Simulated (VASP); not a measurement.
Wanted: the native input for a VASP 6.6.1 run.

```yaml
Task: relaxation of cell and atoms
Functional: PBE
Potentials_or_basis: VASP PAW PBE potentials, release 64 (Bi_d)
Cutoff: 600 eV
k_mesh: 13 × 13 × 13
Occupations: fermi-dirac, width 0.08 eV
Spin: no spin polarisation
Dipole_correction: no
Further_INCAR_settings: ALGO = Normal; EDIFF = 1e-06; IBRION = 2; EDIFFG = -0.005; NSW = 60; ISIF = 3
```

The structure of Bi lies in POSCAR:

```
Bi
1.0
    3.2573011399      0.0000000000      0.0000000000
    0.0000000000      3.2573011399      0.0000000000
    0.0000000000      0.0000000000      3.2573011399
Bi
1
Direct
    0.0000000000      0.0000000000      0.0000000000
```

These files were run (other wordings do the same):

INCAR

```
PREC = Accurate ; ENCUT = 600
EDIFF = 1E-6 ; ISMEAR = -1
SIGMA = 0.08 ; LREAL = False
LASPH = True ; NELM = 60
ALGO = Normal ; ISIF = 3
LWAVE = False ; LCHARG = False
GGA = PE ; IBRION = 2
NSW = 60 ; EDIFFG = -0.005
```

KPOINTS

```
regular mesh
0
Gamma
  13 13 13
```

Potentials or basis: VASP PAW PBE potentials, release 64 (Bi_d).

Run with:

```sh
$ cat potpaw_PBE.64/Bi_d/POTCAR > POTCAR
$ mpirun -np 1 vasp_std > vasp.out
```

It gave:

```
Relaxed volume                         : 35.09 Å³/atom
Relaxed cell                           : a = 3.274 Å, b = 3.274 Å, c = 3.274 Å, α = 90.00°, β = 90.00°, γ = 90.00°
Space group after relaxing (to 0.05 Å) : Pm-3m (No. 221)
Energy gained by relaxing              : 1.2 meV/atom
Ionic steps                            : 3
Pressure after relaxing                : 0.0 GPa
```

Run time: 43 s on 1 thread of Intel(R) Xeon(R) Platinum 8375C CPU @ 2.90GHz (Ice Lake) (shared host), peak memory 0.19 GiB.
